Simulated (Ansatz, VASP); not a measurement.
## In3GaAs4: VASP beside Ansatz

```
In Ga As
1.0
     6.07736    0.00000    0.00000
     0.00000    6.07736    0.00000
     0.00000    0.00000    6.07736
In Ga As
3 1 4
Direct
  0.50000 0.00000 0.00000
  0.00000 0.00000 0.50000
  0.00000 0.50000 0.00000
  0.50000 0.50000 0.50000
  0.26006 0.73994 0.26006
  0.26006 0.26006 0.73994
  0.73994 0.73994 0.73994
  0.73994 0.26006 0.26006
```

Alike in both runs: functional PBE; k mesh 6 × 6 × 6; occupations gaussian, width 0.1 eV; no spin polarisation.

Ansatz relaxed the structure, and its values are those at the end. VASP's run is a single point on that final structure, the one shown.

```csv
,VASP,Ansatz
version,VASP 6.6.1,Ansatz 0.2.0
potentials or method,"VASP PAW PBE potentials, release 64 (In_d, Ga_d, As), cutoff 520 eV","scalar-relativistic, plane waves, PAW"
valence electrons in the cell,72,112
```

```csv
,VASP,Ansatz,Ansatz less VASP
gap on the k mesh at the Fermi level (eV),none,none,-
pressure (GPa),0.1,0.0,-0.07
```

A gap of «none» marks a metal or a gap that the smearing closes. VASP's potentials hold 72 valence electrons a cell and Ansatz's 112, so a difference there can come from the potentials and not from the codes.
